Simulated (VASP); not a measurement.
Crystal: Sn.

```xyz
2
Lattice="0.0000 3.2333 3.2333 3.2333 0.0000 3.2333 3.2333 3.2333 0.0000" Properties=species:S:1:pos:R:3 pbc="T T T"
Sn    3.2333    3.2333    3.2333
Sn    4.8500    4.8500    4.8500
```

This isn't the form of Sn at room conditions, which is tetragonal (white tin).

| Property | Result |
| --- | --- |
| Program | VASP 6.6.1 |
| Task | relaxation of cell and atoms |
| Functional | PBEsol |
| Potentials or basis | VASP PAW PBE potentials, release 64 (Sn_d) |
| Cutoff | 500 eV |
| k mesh | 6 × 6 × 6 |
| Occupations | methfessel-paxton, width 0.05 eV |
| Spin | no spin polarisation |

At the start: pressure 1.5 GPa; volume 33.80 Å³/atom.

Question: Where does the relaxation end?

Answer: Over 3 steps the energy falls by 5.4 meV/atom and the volume is 34.96 Å³/atom (+3.4 %); space group Fd-3m (No. 227, to 0.1 Å) before and after.

The path:
```csv
step,energy change (eV),largest force (eV/Å),pressure (GPa),volume (Å³)
1,0.0000,0.0000,1.54,67.61
2,-0.0093,0.0000,-0.51,70.83
3,-0.0108,0.0000,0.00,69.93
```

Final structure:
```
Sn
1.0
     0.00000    3.26996    3.26996
     3.26996    0.00000    3.26996
     3.26996    3.26996    0.00000
Sn
2
Direct
  0.50000 0.50000 0.50000
  0.75000 0.75000 0.75000
```

Caveat: the PAW data sets were made with another functional, which shifts forces and pressure a little.
